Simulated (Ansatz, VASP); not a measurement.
## Ga in VASP and in Ansatz

The input INCAR:

```
SYSTEM = Ga
PREC = Accurate
ENCUT = 520
EDIFF = 1E-8
ISMEAR = -1
SIGMA = 0.05
LREAL = .False.
LASPH = .True.
NELM = 80
ALGO = Normal
ISIF = 2
LWAVE = .False.
LCHARG = .False.
GGA = PE
LEFG = .True.
NBANDS = 12
```

The input KPOINTS:

```
Automatic mesh
0
Gamma
  17 17 17
  0 0 0
```

Contents of POSCAR:

```
Ga
1.0
    0.0000000000      2.0745588894      2.0745588894
    2.0745588894      0.0000000000      2.0745588894
    2.0745588894      2.0745588894      0.0000000000
Ga
1
Direct
    0.0000000000      0.0000000000      0.0000000000
```

Input for Ansatz:

```yaml
crystal:
  lattice:
    - [0.0, 2.0745588894, 2.0745588894]
    - [2.0745588894, 0.0, 2.0745588894]
    - [2.0745588894, 2.0745588894, 0.0]
  atoms:
    - { symbol: Ga, position: [0.0, 0.0, 0.0] }
kpoints:
  mp_grid: { grid: [17, 17, 17] }
scf:
  occupations: { method: fermi_dirac, width: 0.05 }
hamiltonian:
  xc: pbe
  pseudopotentials: { kind: paw }
output:
  forces: true
  stress: true
  eigenvalues: true
  efg: { contact_densities: true }
```

Change from the starting cell: volume scaled by 0.9405, PAW files.

Alike in both runs: task electric field gradients; functional PBE; k mesh 17 × 17 × 17; occupations fermi-dirac, width 0.05 eV; no spin polarisation.

```csv
,VASP,Ansatz
version,VASP 6.6.1,Ansatz 0.2.0
potentials or method,"VASP PAW PBE potentials, release 64 (Ga_d)","PAW with Ansatz's default frozen-core files, scalar-relativistic"
plane-wave cutoff (eV),520,420
valence electrons in the cell,13,13
```

```csv
,VASP,Ansatz,Ansatz less VASP
pressure (GPa),3.5,3.3,-0.11
```
